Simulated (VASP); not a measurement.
Mg3Sn3N:

```
Mg Sn N
1.0
     3.38489    0.00000    0.00000
    -1.69245    2.93140    0.00000
     0.00000    0.00000   14.95603
Mg Sn N
3 3 1
Direct
  0.33333 0.66667 0.07001
  0.66667 0.33333 0.93318
  0.33333 0.66667 0.74887
  0.66667 0.33333 0.41556
  0.00000 0.00000 0.58718
  0.00000 0.00000 0.24370
  0.00000 0.00000 0.00151
```

- Program: VASP 6.6.1
- Task: relaxation of cell and atoms
- Functional: PBE
- Potentials or basis: VASP PAW PBE potentials, release 64 (Mg, Sn_d, N)
- Cutoff: 600 eV
- k mesh: 12 × 12 × 2
- Occupations: gaussian, width 0.1 eV
- Spin: no spin polarisation

At the start: pressure -0.2 GPa; volume 21.20 Å³/atom.

**Question.** How do energy, volume and symmetry change on relaxing?

**Answer.** Over 21 steps the energy falls by 20.9 meV/atom and the volume is 21.24 Å³/atom (+0.2 %); space group P3m1 (No. 156, to 0.1 Å) before and after.

The path:
```tsv
step	energy change (eV)	largest force (eV/Å)	pressure (GPa)	volume (Å³)
1	0.0000	0.2727	-0.22	148.40
2	-0.0622	0.2631	0.11	147.74
3	-0.0993	0.2836	0.67	146.72
4	-0.0998	0.2867	0.80	146.49
5	-0.1196	0.1657	-0.10	149.15
6	-0.1214	0.1551	-0.42	150.22
7	-0.1295	0.1527	0.00	149.32
8	-0.1300	0.2270	0.14	149.04
9	-0.1375	0.1748	0.03	148.99
10	-0.1421	0.0915	-0.12	148.89
11	-0.1448	0.0939	0.15	148.13
12	-0.1448	0.0937	0.15	148.14
13	-0.1457	0.0312	-0.04	148.76
14	-0.1457	0.0307	-0.06	148.80
15	-0.1459	0.0331	0.06	148.61
16	-0.1459	0.0262	0.03	148.66
17	-0.1460	0.0229	0.00	148.73
18	-0.1461	0.0270	-0.03	148.82
19	-0.1462	0.0152	0.00	148.69
20	-0.1462	0.0142	0.02	148.64
21	-0.1462	0.0074	-0.01	148.71
```

Final structure:
```
Mg Sn N
1.0
     3.30231    0.00000    0.00000
    -1.65116    2.85989    0.00000
     0.00000    0.00000   15.74639
Mg Sn N
3 3 1
Direct
  0.33333 0.66667 0.06264
  0.66667 0.33333 0.93205
  0.33333 0.66667 0.75956
  0.66667 0.33333 0.41411
  0.00000 0.00000 0.59577
  0.00000 0.00000 0.23679
  0.00000 0.00000 0.99908
```
